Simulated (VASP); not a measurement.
**Ga: single point with PBEsol**

Crystal: Ga.

```
Ga
1.0
    -1.64769    1.64769    1.64769
     1.64769   -1.64769    1.64769
     1.64769    1.64769   -1.64769
Ga
1
Cartesian
  0.0000 0.0000 0.0000
```

This cell differs from its parent crystal: Al replaced by Ga, lengths x 1.005, strained.

- Program: VASP 6.6.1
- Task: single point
- Functional: PBEsol
- Potentials or basis: VASP PAW PBE potentials, release 64 (Ga_d)
- Cutoff: 500 eV
- k mesh: 8 × 8 × 8
- Occupations: gaussian, width 0.1 eV
- Spin: no spin polarisation
- Dipole correction: no
- Further INCAR settings: ALGO = Normal; EDIFF = 1e-06; NBANDS = 12

```
Pressure : 0.7 GPa
```

Levels at points of the mesh, in eV from the Fermi level:
```tsv
k point	band 2	band 3	band 4	band 5	band 6	band 7	band 8	band 9	band 10	band 11
(0.00, 0.00, 0.00)	-15.11	-15.11	-14.89	-14.89	-11.65	13.02	13.02	13.02	17.53	17.53
(0.50, 0.00, 0.00)	-15.18	-14.90	-14.89	-14.76	-4.70	-4.18	7.13	9.16	11.55	12.05
(0.50, 0.50, 0.50)	-15.23	-14.79	-14.79	-14.79	1.43	1.43	1.43	1.71	5.63	5.63
```

Run time: 2.6 s on 1 thread of Intel(R) Xeon(R) 6975P-C (Granite Rapids), on a shared host, peak memory 0.13 GiB.

Caveat: the cell differs from its parent crystal (Al replaced by Ga, lengths x 1.005, strained); the PAW data sets were made with another functional, which shifts forces and pressure a little.
